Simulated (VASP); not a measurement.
Wanted: the native input for a VASP 6.6.1 run.

* Task: single point
* Functional: PBE
* Dispersion: D4
* Potentials or basis: VASP PAW PBE potentials, release 64 (Ba_sv, Ti_sv, O)
* Cutoff: 520 eV
* k mesh: 7 × 7 × 4
* Occupations: fermi-dirac, width 0.05 eV
* Spin: no spin polarisation
* Dipole correction: no
* Further INCAR settings: ALGO = Normal; EDIFF = 1e-06; NBANDS = 51

The structure of BaTiO3 lies in POSCAR:

```
BaTiO3
1.0
    3.9938744018      0.0030377718     -0.0000046791
    0.0030377718      3.9936122637     -0.0000022603
   -0.0000093582     -0.0000045206      8.1722822026
Ba Ti O
2 2 6
Direct
    0.4973775129      0.4973893575      0.2560711283
    0.5026226443      0.5026103520      0.7560727933
   -0.0134144979      0.9866441556      0.0140090771
    1.0134143822      1.0133528971      0.5140097179
    0.5105590834      1.0068504060      0.9954206192
    0.4894426751      0.9931501678      0.4954215015
    1.0068880617      0.5105024561      0.9954138874
    0.9931100793      0.4894979382      0.4954142888
    0.9996651624     -0.0003336642      0.2390832956
    0.0003348966      0.0003359439      0.7390836808
```

The input as run:

INCAR

```
SYSTEM = BaTiO3
ALGO = Normal
EDIFF = 1E-6
ENCUT = 520
GGA = PE
ISIF = 2
ISMEAR = -1
IVDW = 13
LASPH = .True.
LCHARG = .True.
LELF = .True.
LREAL = .False.
LVHAR = .True.
LWAVE = .False.
NBANDS = 51
NELM = 60
PREC = Accurate
SIGMA = 0.05
```

KPOINTS

```
k-points
0
Gamma
  7 7 4
  0 0 0
```

Potentials or basis: VASP PAW PBE potentials, release 64 (Ba_sv, Ti_sv, O).

The run is started by

```sh
$ cat potpaw_PBE.64/Ba_sv/POTCAR potpaw_PBE.64/Ti_sv/POTCAR potpaw_PBE.64/O/POTCAR > POTCAR
$ mpirun -np 1 vasp_std > vasp.out
```

Results of the run:

```yaml
Pressure: 1.7 GPa
Largest_force: 0.076 eV/Å
Band_gap_on_the_k_mesh: 2.26 eV
Dispersion_energy_per_atom: -0.213 eV
```

Caveat: spin-orbit coupling is left out, which moves the levels of the heavy elements; an odd mesh through Γ misses points on the zone boundary, where band edges can lie.

Run time: 11 min on 1 thread of Intel(R) Xeon(R) Platinum 8259CL CPU @ 2.50GHz (Skylake/Cascade Lake), with other jobs on the host, peak memory 0.51 GiB.
